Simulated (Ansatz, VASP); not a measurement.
Two plane-wave programs on RbBr

The input POSCAR:

```
RbBr
1.0
    0.0000000000      3.5431937686      3.4417547267
    3.5431937686      0.0000000000      3.4417547267
    3.5431937686      3.5431937686      0.0000000000
Rb Br
1 1
Direct
    0.0000000000      0.0000000000      0.0000000000
    0.5000000000      0.5000000000      0.5000000000
```

INCAR.step1

```
ALGO = Normal ; EDIFF = 1E-5
ENCUT = 520 ; GGA = PE
ISIF = 2 ; ISMEAR = 0
LASPH = True ; LCHARG = False
LREAL = False ; LWAVE = True
NBANDS = 15 ; NELM = 80
PREC = Accurate ; SIGMA = 0.01
```

The input INCAR.step2:

```
ALGO = Normal ; EDIFF = 1E-6
ENCUT = 520 ; GGA = PE
HFSCREEN = 0.2079 ; ISIF = 2
ISMEAR = 0 ; ISTART = 1
LASPH = True ; LCHARG = False
LHFCALC = True ; LREAL = False
LWAVE = False ; NBANDS = 15
NELM = 80 ; PREC = Accurate
PRECFOCK = Normal ; SIGMA = 0.01
```

The input KPOINTS:

```
k-points
0
Gamma
  4 4 4
```

Input for Ansatz:

```yaml
crystal:
  lattice:
    - [0.0, 3.5431937686, 3.4417547267]
    - [3.5431937686, 0.0, 3.4417547267]
    - [3.5431937686, 3.5431937686, 0.0]
  atoms:
    - { symbol: Rb, position: [0.0, 0.0, 0.0] }
    - { symbol: Br, position: [0.5, 0.5, 0.5] }
kpoints:
  mp_grid: { grid: [4, 4, 4] }
  band_path:
    path:
      - [0.0, 0.0, 0.0]
      - [0.5, 0.0, 0.5]
      - [0.625, 0.25, 0.625]
      - [0.375, 0.375, 0.75]
      - [0.5, 0.5, 0.5]
      - [0.5, 0.25, 0.75]
    npoints: 1
hamiltonian:
  xc: hse06
scf:
  occupations: { method: fixed }
  n_extra_bands: 4
output:
  forces: true
  stress: true
  eigenvalues: true
```

Change from the starting cell: epitaxial_xy strain +2.4%.

Alike in both runs: task single point; functional HSE06; k mesh 4 × 4 × 4; no spin polarisation.

|  | VASP | Ansatz |
| --- | --- | --- |
| version | VASP 6.6.1 | Ansatz 0.2.0 |
| potentials or method | VASP PAW PBE potentials, release 64 (Rb_sv, Br) | plane waves, PAW |
| plane-wave cutoff (eV) | 520 | 420 |
| occupations | gaussian, width 0.01 eV | fixed |
| valence electrons in the cell | 16 | 16 |

```csv
,VASP,Ansatz,Ansatz less VASP
gap on the k mesh at the Fermi level (eV),5.32,5.32,0.000
pressure (GPa),-0.2,-0.2,0.00
"traceless stress, the component that is largest in VASP (GPa)",0.46,0.46,-0.003
```

Ansatz's warnings: stress exchange threshold loose, stress scf threshold loose.
